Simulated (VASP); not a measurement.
Here is a VASP 6.6.1 calculation.

Contents of INCAR:

```
SYSTEM = Sc
ALGO = Normal
EDIFF = 1E-6
ENCUT = 520
GGA = PS
ISIF = 2
ISMEAR = 0
LASPH = .TRUE.
LCHARG = .FALSE.
LREAL = .FALSE.
LWAVE = .FALSE.
NBANDS = 12
NELM = 80
PREC = Accurate
SIGMA = 0.15
```

KPOINTS

```
k-points
0
G
  18 18 18
  0 0 0
```

Contents of POSCAR:

```
Sc
1.0
    0.0000000000      2.3045575000      2.3386150000
    2.3045575000      0.0000000000      2.3386150000
    2.3045575000      2.3045575000      0.0000000000
Sc
1
Direct
    0.0000000000      0.0000000000      0.0000000000
```

Potentials or basis: VASP PAW PBE potentials, release 64 (Sc_sv).

Launch:

```sh
$ cat potpaw_PBE.64/Sc_sv/POTCAR > POTCAR
$ mpirun -np 1 vasp_std > vasp.out
```

**Question.** Predict the pressure.

**Answer.** -2.5 GPa.

**Question.** What does it give for the band gap on the k mesh?

**Answer.** Zero (an odd number of electrons rules out a gap without spin polarisation).

Stress tensor (GPa, compression positive):
```
-2.38  0.00  0.00
 0.00 -2.38  0.00
 0.00  0.00 -2.81
```

Caveat: the cell differs from its parent crystal (strain +0.015 along x and y, +0.030 along z); the PAW data sets were made with another functional, which shifts forces and pressure a little.
